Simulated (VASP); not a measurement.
# YbN (P4/mmm) in VASP: single point with PBE

Aim: the single point of YbN with PBE.

Program: VASP 6.6.1. These are calculated values, not measurements. Logs are shortened: lines on timing, memory, paths and dates and some standing lists are left out, and cuts for length are marked.

**1. The cell of the first run**

It takes space group P4/mmm (No. 123, tetragonal). Conventional cell: a = 3.149 Å, b = 3.149 Å, c = 3.633 Å, α = 90.00°, β = 90.00°, γ = 90.00°. N (site symmetry 4/mmm) has 8 Yb at 2.87 Å and 6 N at 3.15 to 3.63 Å within 3.8 Å. Yb (site symmetry 4/mmm) has 8 N at 2.87 Å and 6 Yb at 3.15 to 3.63 Å within 3.8 Å.

**2. Single point, PBE**

Contents of INCAR:

```
SYSTEM = YbN
PREC = Accurate
ENCUT = 600
EDIFF = 1E-6
ISMEAR = -1
SIGMA = 0.1
LREAL = .False.
LASPH = .True.
NELM = 200
ALGO = Normal
ISIF = 2
LWAVE = .False.
LCHARG = .False.
GGA = PE
NBANDS = 22
GGA_COMPAT = .False.
LMAXMIX = 6
```

Contents of KPOINTS:

```
Automatic mesh
0
Gamma
  6 6 5
  0.5 0.5 0.5
```

Contents of POSCAR:

```
YbN
1.0
    3.1490660000      0.0000000000      0.0000000000
    0.0000000000      3.1490660000      0.0000000000
    0.0000000000      0.0000000000      3.6331830000
N Yb
1 1
Direct
    0.0000000000      0.0000000000      0.0000000000
    0.5000000000      0.5000000000      0.5000000000
```

Potentials or basis: VASP PAW PBE potentials, release 64 (N, Yb).

Started as:

```console
$ cat potpaw_PBE.64/N/POTCAR potpaw_PBE.64/Yb/POTCAR > POTCAR
$ mpirun -np 1 vasp_std > vasp.out
```

OUTCAR:

```text
SYSTEM = YbN
   PREC = Accurate
   ENCUT = 600
   EDIFF = 1E-6
   ISMEAR = -1
   LREAL = .False.
   LASPH = .True.
   NELM = 200
   ISIF = 2
   GGA = PE

 ion  position               nearest neighbor table
   1  0.000  0.000  0.000-
   2  0.500  0.500  0.500-

  LATTYP: Found a simple tetragonal cell.
 ALAT       =     3.1490660000
 C/A-ratio  =     1.1537335197

  Lattice vectors:

 A1 = (   3.1490660000,   0.0000000000,   0.0000000000)
 A2 = (   0.0000000000,   3.1490660000,   0.0000000000)
 A3 = (   0.0000000000,   0.0000000000,   3.6331830000)

Analysis of symmetry for initial positions (statically):
=====================================================================
 Subroutine PRICEL returns:
 Original cell was already a primitive cell.

 Routine SETGRP: Setting up the symmetry group for a
 simple tetragonal supercell.

 Subroutine GETGRP returns: Found 16 space group operations
 (whereof 16 operations were pure point group operations)
 out of a pool of 16 trial point group operations.

The static configuration has the point symmetry D_4h.

Analysis of symmetry for dynamics (positions and initial velocities):
=====================================================================
 Subroutine PRICEL returns:
 Original cell was already a primitive cell.

 Routine SETGRP: Setting up the symmetry group for a
 simple tetragonal supercell.

 Subroutine GETGRP returns: Found 16 space group operations
 (whereof 16 operations were pure point group operations)
 out of a pool of 16 trial point group operations.

The dynamic configuration has the point symmetry D_4h.

 Subroutine INISYM returns: Found 16 space group operations
 (whereof 16 operations are pure point group operations),
 and found     1 'primitive' translations

----------------------------------------------------------------------------------------

                                     Primitive cell

  volume of cell :      36.0289

  direct lattice vectors                    reciprocal lattice vectors
     3.149066000  0.000000000  0.000000000     0.317554475  0.000000000  0.000000000
     0.000000000  3.149066000  0.000000000     0.000000000  0.317554475  0.000000000
     0.000000000  0.000000000  3.633183000     0.000000000  0.000000000  0.275240746

  length of vectors
     3.149066000  3.149066000  3.633183000     0.317554475  0.317554475  0.275240746

  position of ions in fractional coordinates (direct lattice)
     0.000000000  0.000000000  0.000000000
     0.500000000  0.500000000  0.500000000

  ion indices of the primitive-cell ions
   primitive index   ion index
                 1           1
                 2           2

----------------------------------------------------------------------------------------

 KPOINTS: Automatic mesh

Automatic generation of k-mesh.
 Grid dimensions read from file:
 generate k-points for:    6    6    5

 Generating k-lattice:

  Cartesian coordinates                     Fractional coordinates (reciprocal lattice)
     0.052925746  0.000000000  0.000000000     0.166666667  0.000000000  0.000000000
     0.000000000  0.052925746  0.000000000     0.000000000  0.166666667  0.000000000
     0.000000000  0.000000000  0.055048149     0.000000000  0.000000000  0.200000000

  Length of vectors
     0.052925746  0.052925746  0.055048149

  Shift w.r.t. Gamma in fractional coordinates (k-lattice)
     0.500000000  0.500000000  0.500000000

 Subroutine IBZKPT returns following result:
 ===========================================

 Found     18 irreducible k-points:

 Following reciprocal coordinates:
            Coordinates               Weight
  0.083333  0.083333  0.100000      8.000000
  0.250000  0.083333  0.100000     16.000000
  0.416667  0.083333  0.100000     16.000000
  0.250000  0.250000  0.100000      8.000000
  0.416667  0.250000  0.100000     16.000000
  0.416667  0.416667  0.100000      8.000000
[... 10 lines left out ...]
  0.416667  0.250000  0.500000      8.000000
  0.416667  0.416667  0.500000      4.000000
   k-points           NKPTS =     18   k-points in BZ     NKDIM =     18   number of bands    NBANDS=     22
   number of dos      NEDOS =    301   number of ions     NIONS =      2
   total plane-waves  NPLWV =  23520
   dimension x,y,z NGX =    28 NGY =   28 NGZ =   30
   dimension x,y,z NGXF=    56 NGYF=   56 NGZF=   60
   ions per type =               1   1
   NGX,Y,Z   is equivalent  to a cutoff of  14.78, 14.78, 13.73 a.u.
   NGXF,Y,Z  is equivalent  to a cutoff of  29.56, 29.56, 27.45 a.u.
 SYSTEM =  YbN
   PREC   = accura    normal or accurate (medium, high low for compatibility)
   ISTART =      0    job   : 0-new  1-cont  2-samecut
   ICHARG =      2    charge: 1-file 2-atom 10-const
   ISPIN  =      1    spin polarized calculation?
   LNONCOLLINEAR =      F non collinear calculations
   LSORBIT =      F    spin-orbit coupling
   LASPH  =      T    aspherical Exc in radial PAW
   ENCUT  =  600.0 eV  44.10 Ry    6.64 a.u.   6.29  6.29  7.26*2*pi/ulx,y,z
   NELM   =    200;   NELMIN=  2; NELMDL= -5     # of ELM steps
   EDIFF  = 0.1E-05   stopping-criterion for ELM
   LREAL  =      F    real-space projection
   EDIFFG = 0.1E-04   stopping-criterion for IOM
   NSW    =      0    number of steps for IOM
   IBRION =     -1    ionic relax: 0-MD 1-quasi-New 2-CG
   NFREE  =      0    steps in history (QN), initial steepest desc. (CG)
   ISIF   =      2    stress and relaxation
   ISYM   =      2    0-nonsym 1-usesym 2-fastsym
   POTIM  = 0.5000    time-step for ionic-motion
   TEBEG  =    0.0;   TEEND  =   0.0 temperature during run
   PSTRESS=    0.0 pullay stress
   NELECT =      29.0000    total number of electrons
   NUPDOWN=      -1.0000    fix difference up-down
   EMIN   =  10.00;   EMAX   =-10.00  energy-range for DOS
   EFERMI =   0.00;   METHOD = LEGACY
   ISMEAR =    -1;   SIGMA  =   0.10  broadening in eV -4-tet -1-fermi 0-gaus
   EFERMI_NEDOS =   21; number of points for ismear=-14 and -15
   IALGO  =     38    algorithm
   IMIX   =      4    mixing-type and parameters
     AMIX     =   0.40;   BMIX     =  1.00
     AMIX_MAG =   1.60;   BMIX_MAG =  1.00
  volume/ion in A,a.u.               =      18.01       121.57
  Fermi-wavevector in a.u.,A,eV,Ry     =   1.522850  2.877770 31.552907  2.319073
  Thomas-Fermi vector in A             =   2.631374
   LORBIT       =      0    0 simple, 1 ext, 2 COOP (PROOUT), +10 PAW based schemes
   GGA     = PE    functional components
   LHFCALC =     F    Hartree Fock is set to
   AEXX    =    0.0000 exact exchange contribution
   IVDW    =     0    specifies the selected vdW correction
   LEPSILON=     F    determine dielectric tensor
   LRPA    =     F    only Hartree local field effects (RPA)
 non-spin polarized calculation
  energy-cutoff  :      600.00
  volume of cell :       36.03
 maximum number of plane-waves:      1212
 NGX is ok and might be reduce to    28
   NGX = 13   NGY = 13   NGZ = 15

 number of electron      29.0000006 magnetization

 Free energy of the ion-electron system (eV)
  ---------------------------------------------------
  ext. energy  EPLUGINS =         0.00000000
  ---------------------------------------------------
  free energy    TOTEN  =       -11.77924835 eV

  energy without entropy =      -11.63507214  energy(sigma->0) =      -11.70716024

 E-fermi :   2.0679     XC(G=0): -10.8252

 val. band max:        2.0461222990   @ k =   0.0833   0.0833   0.1000
 cond. band min:       2.0840823332   @ k =   0.4167   0.0833   0.1000
 fundamental gap:      0.0379600342
 Fermi energy:         2.0678732010

 k-point     1 :       0.0833    0.0833    0.1000
  band No.  band energies     occupation
      1     -49.5931      2.00000
      2     -21.6465      2.00000
      3     -21.6100      2.00000
      4     -21.6008      2.00000
      5     -10.5891      2.00000
      6       0.3140      2.00000
[... 14 lines left out ...]
     21       9.9219      0.00000
     22      16.2193      0.00000

 k-point     2 :       0.2500    0.0833    0.1000
  band No.  band energies     occupation
      1     -49.5735      2.00000
      2     -21.9566      2.00000
      3     -21.6064      2.00000
      4     -21.5722      2.00000
      5     -10.2383      2.00000
      6      -0.3000      2.00000
[... 14 lines left out ...]
     21       9.5315      0.00000
     22      15.2442      0.00000

 k-point     3 :       0.4167    0.0833    0.1000
  band No.  band energies     occupation
      1     -49.5538      2.00000
      2     -22.2854      2.00000
      3     -21.5665      2.00000
      4     -21.5390      2.00000
      5      -9.8596      2.00000
      6      -1.4252      2.00000
[... 14 lines left out ...]
     21       9.4057      0.00000
     22      13.5368      0.00000

 k-point     4 :       0.2500    0.2500    0.1000
  band No.  band energies     occupation
      1     -49.5541      2.00000
      2     -21.9300      2.00000
      3     -21.8935      2.00000
      4     -21.5690      2.00000
      5      -9.9980      2.00000
      6      -0.0619      2.00000
[... 14 lines left out ...]
     21       8.9742      0.00000
     22      16.4939      0.00000

 k-point     5 :       0.4167    0.2500    0.1000
  band No.  band energies     occupation
      1     -49.5347      2.00000
      2     -22.2317      2.00000
      3     -21.8665      2.00000
      4     -21.5316      2.00000
      5      -9.7461      2.00000
      6      -0.7520      2.00000
[... 267 lines left out ...]
 k-point    16 :       0.2500    0.2500    0.5000
  band No.  band energies     occupation
      1     -49.5482      2.00000
      2     -21.9001      2.00000
      3     -21.8723      2.00000
      4     -21.7548      2.00000
      5      -9.8270      2.00000
      6      -0.7450      2.00000
[... 14 lines left out ...]
     21      10.5223      0.00000
     22      11.3308      0.00000

 k-point    17 :       0.4167    0.2500    0.5000
  band No.  band energies     occupation
      1     -49.5289      2.00000
      2     -22.1979      2.00000
      3     -21.8456      2.00000
      4     -21.7037      2.00000
      5      -9.6691      2.00000
      6      -0.4619      2.00000
[... 14 lines left out ...]
     21      10.4829      0.00000
     22      11.6309      0.00000

 k-point    18 :       0.4167    0.4167    0.5000
  band No.  band energies     occupation
      1     -49.5098      2.00000
      2     -22.1530      2.00000
      3     -22.1464      2.00000
      4     -21.6589      2.00000
      5      -9.4087      2.00000
      6      -0.8405      2.00000
[... 14 lines left out ...]
     21      10.5666      0.00000
     22      10.6093      0.00000

------------------------ aborting loop because EDIFF is reached ----------------------------------------

  FORCE on cell =-STRESS in cart. coord.  units (eV):
  Direction    XX          YY          ZZ          XY          YZ          ZX
  --------------------------------------------------------------------------------------
  -------------------------------------------------------------------------------------
  Total       -2.4036324     -2.4036324     -8.6472257      0.0000000      0.0000000      0.0000000
  in kB     -106.8877245   -106.8877245   -384.5356243      0.0000000      0.0000000      0.0000000
  external PRESSURE =    -199.4370244 kB  Pullay stress =       0.0000000 kB

 VOLUME and BASIS-vectors are now :
 -----------------------------------------------------------------------------
  energy-cutoff  :      600.00
  volume of cell :       36.03
      direct lattice vectors                 reciprocal lattice vectors
     3.149066000  0.000000000  0.000000000     0.317554475  0.000000000  0.000000000
     0.000000000  3.149066000  0.000000000     0.000000000  0.317554475  0.000000000
     0.000000000  0.000000000  3.633183000     0.000000000  0.000000000  0.275240746

 POSITION                                       TOTAL-FORCE (eV/Angst)
 -----------------------------------------------------------------------------------
      0.00000      0.00000      0.00000         0.000000      0.000000      0.000000
      1.57453      1.57453      1.81659         0.000000      0.000000      0.000000
 -----------------------------------------------------------------------------------
    total drift:                                0.000000      0.000000      0.000000

  FREE ENERGIE OF THE ION-ELECTRON SYSTEM (eV)
  ---------------------------------------------------
  free  energy   TOTEN  =       -11.7792483526 eV

  energy  without entropy=      -11.6350721370  energy(sigma->0) =      -11.70716024
```

Run time: 40 s. Hardware: 1 thread of Intel Xeon Platinum 8488C (Sapphire Rapids), shared host; peak memory 0.18 GiB.

What came out:

```yaml
Free_energy: -11.7792 eV
Pressure: -19.9 GPa
Band_gap_on_the_k_mesh: zero (an odd number of electrons rules out a gap without spin polarisation)
```

Caveat: the cell stands under tension; spin-orbit coupling is left out, which moves the levels of the heavy elements. Spin polarisation is off, so any magnetic state and its effect on volume and gap are missing.
